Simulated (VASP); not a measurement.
## Se: single point with PBEsol

Crystal: Se.

```xyz
6
Lattice="5.3515 3.0897 1.5222 -5.3515 3.0897 1.5222 0.0000 -6.1793 1.5222" Properties=species:S:1:pos:R:3 pbc="T T T"
Se    0.7243   -4.1663    2.0988
Se    3.2460    2.7104    2.0988
Se   -3.9703    1.4559    2.0988
Se   -0.7243    4.1663    2.4679
Se   -3.2460   -2.7104    2.4679
Se    3.9703   -1.4559    2.4679
```

| Quantity | Value |
| --- | --- |
| Program | VASP 6.6.1 |
| Task | single point |
| Functional | PBEsol |
| Potentials or basis | VASP PAW PBE potentials, release 64 (Se) |
| Cutoff | 520 eV |
| k mesh | 6 × 6 × 6 |
| Occupations | gaussian, width 0.05 eV |
| Spin | no spin polarisation |

The pressure is 0.2 GPa and the largest force is 0.032 eV/Å. The band gap on the k mesh is 0.98 eV, indirect (least direct gap 1.10 eV).

Forces on the atoms (eV/Å):
```
Se   0.004  0.020  0.024
Se  -0.019 -0.007  0.024
Se   0.016 -0.013  0.024
Se  -0.004 -0.020 -0.024
Se   0.019  0.007 -0.024
Se  -0.016  0.013 -0.024
```

Levels at points of the mesh, in eV from the valence-band top:
| k point | band 16 | band 17 | band 18 | band 19 | band 20 | band 21 |
| --- | --- | --- | --- | --- | --- | --- |
| (0.00, 0.00, 0.00) | -1.03 | -0.53 | -0.53 | 2.07 | 2.07 | 2.34 |
| (0.50, 0.00, 0.00) | -0.91 | -0.34 | 0.00 | 1.44 | 1.63 | 2.53 |
| (0.50, 0.50, 0.00) | -1.50 | -1.19 | -0.09 | 1.15 | 1.45 | 1.88 |
| (0.50, 0.50, 0.50) | -1.15 | -1.15 | -0.66 | 1.48 | 1.49 | 1.49 |

Wall time 97 s on 1 thread of AMD EPYC 9R45 96-Core Processor (Zen 5), with other jobs on the host, peak memory 0.34 GiB.

Caveat: the PAW data sets were made with another functional, which shifts forces and pressure a little. A k mesh can miss the band edges.
